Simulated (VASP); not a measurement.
# AlAs (F-43m) in VASP: further runs

AlAs is run at these levels: PBEsol+D4, PBE; tasks: single point.

All numbers are computed with VASP 6.6.1; they aren't measurements. Logs are shortened: lines on timing, memory, paths and dates and some standing lists are left out, and cuts for length are marked.

### Step 1. The cell of the first run

It takes space group F-43m (No. 216, cubic). The conventional cell has a = 5.522 Å, b = 5.522 Å, c = 5.522 Å, α = 90.00°, β = 90.00°, γ = 90.00°. Within 3.2 Å of Al (site symmetry -43m) lie 4 As at 2.39 Å. Within 3.2 Å of As (site symmetry -43m) lie 4 Al at 2.39 Å.

### Step 2. Single point, PBEsol+D4

File INCAR:

```
SYSTEM = AlAs
ALGO = Normal ; EDIFF = 1E-6
ENCUT = 500 ; GGA = PS
GGA_COMPAT = .False. ; ISIF = 2
ISMEAR = 0 ; IVDW = 13
LASPH = .True. ; LCHARG = .False.
LREAL = .False. ; LWAVE = .False.
NBANDS = 11 ; NELM = 120
PREC = Accurate ; SIGMA = 0.1
```

File KPOINTS:

```
k-points
0
Gamma
  4 4 4
  0 0 0
```

File POSCAR:

```
AlAs
1.0
    0.0000000000      2.7611102864      2.7611102864
    2.7611102864      0.0000000000      2.7611102864
    2.7611102864      2.7611102864      0.0000000000
Al As
1 1
Direct
    0.0000000000      0.0000000000      0.0000000000
    0.7500000000      0.7500000000      0.7500000000
```

Potentials or basis: VASP PAW PBE potentials, release 64 (Al, As).

Started as:

```bash
cat potpaw_PBE.64/Al/POTCAR potpaw_PBE.64/As/POTCAR > POTCAR
mpirun -np 1 vasp_std > vasp.out
```

OUTCAR:

```text
SYSTEM = AlAs
   EDIFF = 1E-6
   ENCUT = 500
   GGA = PS
   ISIF = 2
   ISMEAR = 0
   IVDW = 13
   LASPH = .True.
   LREAL = .False.
   NELM = 120
   PREC = Accurate

 ion  position               nearest neighbor table
   1  0.000  0.000  0.000-   2 2.39   2 2.39   2 2.39   2 2.39
   2  0.750  0.750  0.750-   1 2.39   1 2.39   1 2.39   1 2.39

  LATTYP: Found a face centered cubic cell.
 ALAT       =     5.5222205728

  Lattice vectors:

 A1 = (   0.0000000000,   2.7611102864,   2.7611102864)
 A2 = (   2.7611102864,   0.0000000000,   2.7611102864)
 A3 = (   2.7611102864,   2.7611102864,   0.0000000000)

Analysis of symmetry for initial positions (statically):
=====================================================================
 Subroutine PRICEL returns:
 Original cell was already a primitive cell.

 Routine SETGRP: Setting up the symmetry group for a
 face centered cubic supercell.

 Subroutine GETGRP returns: Found 24 space group operations
 (whereof 24 operations were pure point group operations)
 out of a pool of 48 trial point group operations.

The static configuration has the point symmetry T_d .

Analysis of symmetry for dynamics (positions and initial velocities):
=====================================================================
 Subroutine PRICEL returns:
 Original cell was already a primitive cell.

 Routine SETGRP: Setting up the symmetry group for a
 face centered cubic supercell.

 Subroutine GETGRP returns: Found 24 space group operations
 (whereof 24 operations were pure point group operations)
 out of a pool of 48 trial point group operations.

The dynamic configuration has the point symmetry T_d .

 Subroutine INISYM returns: Found 24 space group operations
 (whereof 24 operations are pure point group operations),
 and found     1 'primitive' translations

----------------------------------------------------------------------------------------

                                     Primitive cell

  volume of cell :      42.0999

  direct lattice vectors                    reciprocal lattice vectors
     0.000000000  2.761110286  2.761110286    -0.181086573  0.181086573  0.181086573
     2.761110286  0.000000000  2.761110286     0.181086573 -0.181086573  0.181086573
     2.761110286  2.761110286  0.000000000     0.181086573  0.181086573 -0.181086573

  length of vectors
     3.904799614  3.904799614  3.904799614     0.313651145  0.313651145  0.313651145

  position of ions in fractional coordinates (direct lattice)
     0.000000000  0.000000000  0.000000000
     0.750000000  0.750000000  0.750000000

  ion indices of the primitive-cell ions
   primitive index   ion index
                 1           1
                 2           2

----------------------------------------------------------------------------------------

 KPOINTS: k-points

Automatic generation of k-mesh.
 Grid dimensions read from file:
 generate k-points for:    4    4    4

 Generating k-lattice:

  Cartesian coordinates                     Fractional coordinates (reciprocal lattice)
    -0.045271643  0.045271643  0.045271643     0.250000000  0.000000000  0.000000000
     0.045271643 -0.045271643  0.045271643     0.000000000  0.250000000  0.000000000
     0.045271643  0.045271643 -0.045271643     0.000000000  0.000000000  0.250000000

  Length of vectors
     0.078412786  0.078412786  0.078412786

  Shift w.r.t. Gamma in fractional coordinates (k-lattice)
     0.000000000  0.000000000  0.000000000

 Subroutine IBZKPT returns following result:
 ===========================================

 Found      8 irreducible k-points:

 Following reciprocal coordinates:
            Coordinates               Weight
  0.000000  0.000000  0.000000      1.000000
  0.250000  0.000000  0.000000      8.000000
  0.500000  0.000000  0.000000      4.000000
  0.250000  0.250000  0.000000      6.000000
  0.500000  0.250000  0.000000     24.000000
 -0.250000  0.250000  0.000000     12.000000
  0.500000  0.500000  0.000000      3.000000
 -0.250000  0.500000  0.250000      6.000000
   k-points           NKPTS =      8   k-points in BZ     NKDIM =      8   number of bands    NBANDS=     11
   number of dos      NEDOS =    301   number of ions     NIONS =      2
   total plane-waves  NPLWV =  21952
   dimension x,y,z NGX =    28 NGY =   28 NGZ =   28
   dimension x,y,z NGXF=    56 NGYF=   56 NGZF=   56
   ions per type =               1   1
   NGX,Y,Z   is equivalent  to a cutoff of  11.92, 11.92, 11.92 a.u.
   NGXF,Y,Z  is equivalent  to a cutoff of  23.84, 23.84, 23.84 a.u.
 SYSTEM =  AlAs
   PREC   = accura    normal or accurate (medium, high low for compatibility)
   ISTART =      0    job   : 0-new  1-cont  2-samecut
   ICHARG =      2    charge: 1-file 2-atom 10-const
   ISPIN  =      1    spin polarized calculation?
   LNONCOLLINEAR =      F non collinear calculations
   LSORBIT =      F    spin-orbit coupling
   LASPH  =      T    aspherical Exc in radial PAW
   ENCUT  =  500.0 eV  36.75 Ry    6.06 a.u.   7.12  7.12  7.12*2*pi/ulx,y,z
   NELM   =    120;   NELMIN=  2; NELMDL= -5     # of ELM steps
   EDIFF  = 0.1E-05   stopping-criterion for ELM
   LREAL  =      F    real-space projection
   EDIFFG = 0.1E-04   stopping-criterion for IOM
   NSW    =      0    number of steps for IOM
   IBRION =     -1    ionic relax: 0-MD 1-quasi-New 2-CG
   NFREE  =      0    steps in history (QN), initial steepest desc. (CG)
   ISIF   =      2    stress and relaxation
   ISYM   =      2    0-nonsym 1-usesym 2-fastsym
   POTIM  = 0.5000    time-step for ionic-motion
   TEBEG  =    0.0;   TEEND  =   0.0 temperature during run
   PSTRESS=    0.0 pullay stress
   NELECT =       8.0000    total number of electrons
   NUPDOWN=      -1.0000    fix difference up-down
   EMIN   =  10.00;   EMAX   =-10.00  energy-range for DOS
   EFERMI =   0.00;   METHOD = LEGACY
   ISMEAR =     0;   SIGMA  =   0.10  broadening in eV -4-tet -1-fermi 0-gaus
   EFERMI_NEDOS =   21; number of points for ismear=-14 and -15
   IALGO  =     38    algorithm
   IMIX   =      4    mixing-type and parameters
     AMIX     =   0.40;   BMIX     =  1.00
     AMIX_MAG =   1.60;   BMIX_MAG =  1.00
  volume/ion in A,a.u.               =      21.05       142.05
  Fermi-wavevector in a.u.,A,eV,Ry     =   0.941191  1.778593 12.052590  0.885840
  Thomas-Fermi vector in A             =   2.068677
   LORBIT       =      0    0 simple, 1 ext, 2 COOP (PROOUT), +10 PAW based schemes
   GGA     = PS    functional components
   LHFCALC =     F    Hartree Fock is set to
   AEXX    =    0.0000 exact exchange contribution
   IVDW    =    13    specifies the selected vdW correction
   LEPSILON=     F    determine dielectric tensor
   LRPA    =     F    only Hartree local field effects (RPA)
 non-spin polarized calculation
 Gauss-broadening in eV      SIGMA  =   0.10
  energy-cutoff  :      500.00
  volume of cell :       42.10
 maximum number of plane-waves:      1090
   NGX = 15   NGY = 15   NGZ = 15

 number of electron       8.0000001 magnetization

 Free energy of the ion-electron system (eV)
  ---------------------------------------------------
  ext. energy  EPLUGINS =         0.00000000
  ---------------------------------------------------
  free energy    TOTEN  =        -9.85575857 eV

  energy without entropy =       -9.85575857  energy(sigma->0) =       -9.85575857

 E-fermi :   4.9867     XC(G=0):  -9.4681

 val. band max:        4.4990347370   @ k =   0.0000   0.0000   0.0000
 cond. band min:       5.6470599595   @ k =   0.5000   0.5000   0.0000
 fundamental gap:      1.1480252225
 Fermi energy:         4.9867163435

 k-point     1 :       0.0000    0.0000    0.0000
  band No.  band energies     occupation
      1      -7.8281      2.00000
      2       4.4990      2.00000
      3       4.4990      2.00000
      4       4.4990      2.00000
      5       7.0635      0.00000
      6       8.8587      0.00000
      7       8.8587      0.00000
      8       8.8587      0.00000
      9      13.6067      0.00000
     10      13.6093      0.00000
     11      13.6093      0.00000

 k-point     2 :       0.2500    0.0000    0.0000
  band No.  band energies     occupation
      1      -7.1852      2.00000
      2       0.9337      2.00000
      3       3.9823      2.00000
      4       3.9823      2.00000
      5       7.3500      0.00000
      6       9.4859      0.00000
      7       9.4859      0.00000
      8      11.3234      0.00000
      9      12.8442      0.00000
     10      12.8442      0.00000
     11      13.9432      0.00000

 k-point     3 :       0.5000    0.0000    0.0000
  band No.  band energies     occupation
      1      -6.2118      2.00000
      2      -1.4730      2.00000
      3       3.6156      2.00000
      4       3.6156      2.00000
      5       6.8419      0.00000
      6       9.1469      0.00000
      7       9.1469      0.00000
      8      12.1793      0.00000
      9      16.1942      0.00000
     10      16.3118      0.00000
     11      16.3118      0.00000

 k-point     4 :       0.2500    0.2500    0.0000
  band No.  band energies     occupation
      1      -6.9637      2.00000
      2       1.2112      2.00000
      3       3.0251      2.00000
      4       3.0251      2.00000
      5       6.9908      0.00000
      6       8.3003      0.00000
      7      11.6015      0.00000
      8      11.6015      0.00000
      9      12.3534      0.00000
     10      14.7560      0.00000
     11      17.2062      0.00000

 k-point     5 :       0.5000    0.2500    0.0000
  band No.  band energies     occupation
      1      -5.9552      2.00000
      2      -0.8326      2.00000
      3       1.5130      2.00000
      4       2.7377      2.00000
      5       6.9291      0.00000
      6       9.7688      0.00000
      7      11.1656      0.00000
      8      11.5896      0.00000
      9      15.2102      0.00000
     10      16.2337      0.00000
     11      17.7986      0.00000

 k-point     6 :      -0.2500    0.2500    0.0000
  band No.  band energies     occupation
      1      -6.3179      2.00000
      2      -0.2756      2.00000
      3       1.3417      2.00000
      4       3.5280      2.00000
      5       7.9289      0.00000
      6      10.4187      0.00000
      7      10.5406      0.00000
      8      11.1285      0.00000
      9      12.1420      0.00000
     10      15.1402      0.00000
     11      17.2976      0.00000

 k-point     7 :       0.5000    0.5000    0.0000
  band No.  band energies     occupation
      1      -5.5816      2.00000
      2      -1.2374      2.00000
      3       2.1296      2.00000
      4       2.1296      2.00000
      5       5.6471      0.00000
      6       6.6852      0.00000
      7      15.3325      0.00000
      8      15.3325      0.00000
      9      17.0178      0.00000
     10      17.4814      0.00000
     11      17.4814      0.00000

 k-point     8 :      -0.2500    0.5000    0.2500
  band No.  band energies     occupation
      1      -5.5390      2.00000
      2      -0.8212      2.00000
      3       0.9701      2.00000
      4       1.3605      2.00000
      5       8.7359      0.00000
      6      10.3852      0.00000
      7      10.4858      0.00000
      8      10.5329      0.00000
      9      15.5623      0.00000
     10      17.3546      0.00000
     11      17.5621      0.00000

------------------------ aborting loop because EDIFF is reached ----------------------------------------

  DFT-D4 for vdW energy calculation

  Edisp (eV):   -0.41397

  FORCE on cell =-STRESS in cart. coord.  units (eV):
  Direction    XX          YY          ZZ          XY          YZ          ZX
  --------------------------------------------------------------------------------------
  -------------------------------------------------------------------------------------
  Total       1.67051     1.67051     1.67051    -0.00000     0.00000    -0.00000
  in kB      63.57402    63.57402    63.57402    -0.00000     0.00000    -0.00000
  external pressure =       63.57 kB  Pullay stress =        0.00 kB

 VOLUME and BASIS-vectors are now :
 -----------------------------------------------------------------------------
  energy-cutoff  :      500.00
  volume of cell :       42.10
      direct lattice vectors                 reciprocal lattice vectors
     0.000000000  2.761110286  2.761110286    -0.181086573  0.181086573  0.181086573
     2.761110286  0.000000000  2.761110286     0.181086573 -0.181086573  0.181086573
     2.761110286  2.761110286  0.000000000     0.181086573  0.181086573 -0.181086573

 POSITION                                       TOTAL-FORCE (eV/Angst)
 -----------------------------------------------------------------------------------
      0.00000      0.00000      0.00000        -0.000000     -0.000000     -0.000000
      4.14167      4.14167      4.14167         0.000000      0.000000      0.000000
 -----------------------------------------------------------------------------------
    total drift:                               -0.000000     -0.000000     -0.000000

  FREE ENERGIE OF THE ION-ELECTRON SYSTEM (eV)
  ---------------------------------------------------
  free  energy   TOTEN  =       -10.2697317599 eV

  energy  without entropy=      -10.2697317599  energy(sigma->0) =      -10.26973176
```

Wall time 4.6 s (1 thread of Intel Xeon Platinum 8559C (Emerald Rapids), shared host); peak memory 0.15 GiB.

What came out:

```
Free energy                : -10.2697 eV
Pressure                   : 6.4 GPa
Band gap on the k mesh     : 1.15 eV, indirect (least direct gap 2.56 eV)
Dispersion energy per atom : -0.207 eV
```

Caveat: the k points lie up to 0.49 Å⁻¹ apart; the PAW data sets were made with another functional, which shifts forces and pressure a little.

### Step 3. Single point, PBE

This run uses another cell than the first one, of 22.86 Å³/atom, 1.086 times its volume.

File INCAR:

```
PREC = Accurate
ENCUT = 500
EDIFF = 1E-6
ISMEAR = 0
SIGMA = 0.004
LREAL = F
LASPH = T
NELM = 120
ALGO = Normal
ISIF = 2
LWAVE = F
LCHARG = F
GGA = PE
NBANDS = 11
GGA_COMPAT = F
```

File KPOINTS:

```
regular mesh
0
Gamma
  4 4 4
```

File POSCAR:

```
AlAs
1.0
    0.0000000000      2.8379008005      2.8379008005
    2.8379008005      0.0000000000      2.8379008005
    2.8379008005      2.8379008005      0.0000000000
Al As
1 1
Direct
    0.0000000000      0.0000000000      0.0000000000
    0.7500000000      0.7500000000      0.7500000000
```

Potentials or basis: VASP PAW PBE potentials, release 64 (Al, As).

Started as:

```bash
cat potpaw_PBE.64/Al/POTCAR potpaw_PBE.64/As/POTCAR > POTCAR
mpirun -np 1 vasp_std > vasp.out
```

Wall time 5.1 s (1 thread of Intel Xeon Platinum 8559C (Emerald Rapids), shared host); peak memory 0.16 GiB.

It converged, with:

| Item | Value |
| --- | --- |
| Free energy | -9.2639 eV |
| Pressure | 2.4 GPa |
| Band gap on the k mesh | 1.42 eV, indirect (least direct gap 1.99 eV) |

Levels at points of the mesh, in eV from the valence-band top:
```csv
k point,band 2,band 3,band 4,band 5,band 6,band 7
"(0.00, 0.00, 0.00)",0.00,0.00,0.00,1.99,4.25,4.25
"(0.50, 0.00, 0.00)",-5.55,-0.82,-0.82,2.10,4.65,4.65
"(0.50, 0.50, 0.00)",-5.42,-2.17,-2.17,1.42,2.27,10.26
```

Caveat: the k points lie up to 0.48 Å⁻¹ apart. A k mesh can miss the band edges.
